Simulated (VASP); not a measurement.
ZnNi3N:

```xyz
5
Lattice="3.7270 0.0000 0.0000 0.0000 3.7270 0.0000 0.0000 0.0000 3.7270" Properties=species:S:1:pos:R:3 pbc="T T T"
Zn    0.0000    0.0000    0.0000
Ni    0.0000    1.8635    1.8635
Ni    1.8635    1.8635    0.0000
Ni    1.8635    0.0000    1.8635
N     1.8635    1.8635    1.8635
```

Base run:

* Program: VASP 6.6.1
* Functional: PBEsol
* Potentials or basis: VASP PAW PBE potentials, release 64 (Zn, Ni, N)
* Cutoff: 520 eV
* k mesh: 8 × 8 × 8
* Occupations: fermi-dirac, width 0.1 eV
* Spin: collinear spin, ferromagnetic start
* Starting moments: [0.0, 1.0, 1.0, 1.0, 0.0] μB
* Hubbard terms: Ni d U = 4.0 eV

Its results: pressure -11.5 GPa; net moment 0.00 μB per cell.

The run is repeated on the same cell with these changes: k mesh from 8 × 8 × 8 to 2 × 2 × 2. What comes out?

Pressure -11.0 GPa; net moment 1.73 μB per cell; site moments Zn -0.01; Ni +0.51; N +0.22 μB.

Caveats: some runs use coarse meshes; the PAW data sets were made with another functional, which shifts forces and pressure a little; the cell stands under tension (at least some runs); the moments typed at the start vanished in this run (at least some runs).
